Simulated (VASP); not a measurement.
A run of VASP 6.6.1 is set up as follows.

Contents of INCAR:

```
ALGO = Normal
EDIFF = 1E-6
ENCUT = 520
GGA = PE
ISIF = 2
ISMEAR = 0
LASPH = True
LCHARG = True
LELF = True
LREAL = False
LVHAR = True
LWAVE = False
NBANDS = 19
NELM = 100
PREC = Accurate
SIGMA = 0.1
```

Contents of KPOINTS:

```
k-points
0
Gamma
  10 10 10
```

Contents of POSCAR:

```
Al4Pt
1.0
    0.0000000000      3.6140283732      3.6140283732
    3.6140283732      0.0000000000      3.6140283732
    3.6140283732      3.6140283732      0.0000000000
Al Pt
4 1
Direct
    0.1250713989      0.6247858034      0.1250713989
    0.1250713989      0.1250713989      0.1250713989
    0.6247858034      0.1250713989      0.1250713989
    0.1250713989      0.1250713989      0.6247858034
    0.5000000000      0.5000000000      0.5000000000
```

Potentials or basis: VASP PAW PBE potentials, release 64 (Al, Pt).

The run is started by

```console
$ cat potpaw_PBE.64/Al/POTCAR potpaw_PBE.64/Pt/POTCAR > POTCAR
$ mpirun -np 1 vasp_std > vasp.out
```

Problem. What does it give for the band gap on the k mesh?

Solution. Zero (bands 11 and 12 overlap by 0.35 eV).

Problem. What does it give for the pressure?

Solution. -0.1 GPa.

Caveat: spin-orbit coupling is left out, which moves the levels of the heavy elements.
